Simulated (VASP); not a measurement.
The system is InSb.

```
In Sb
1.0
     0.00000    3.27951    3.27951
     3.27951    0.00000    3.27951
     3.27951    3.27951    0.00000
In Sb
1 1
Direct
  0.00000 0.00000 0.00000
  0.25000 0.25000 0.25000
```

Base run:

```yaml
Program: VASP 6.6.1
Functional: PBE
Potentials_or_basis: VASP PAW PBE potentials, release 64 (In_d, Sb)
Cutoff: 520 eV
k_mesh: 6 × 6 × 6
Occupations: fermi-dirac, width 0.02 eV
Spin: no spin polarisation
```

Its results: band gap on the k mesh zero (filled and empty bands touch); pressure 1.4 GPa.

Q: The run is repeated on the same cell with these changes: functional from PBE to r2SCAN. What comes out?

A: Band gap on the k mesh 0.01 eV; pressure 0.0 GPa.

Caveats: semilocal functionals underestimate gaps, and a narrow one can read as zero; spin-orbit coupling is left out, which moves the levels of the heavy elements; the smearing spreads over this small gap (at least some runs); the PAW data sets were made with another functional, which shifts forces and pressure a little (at least some runs).

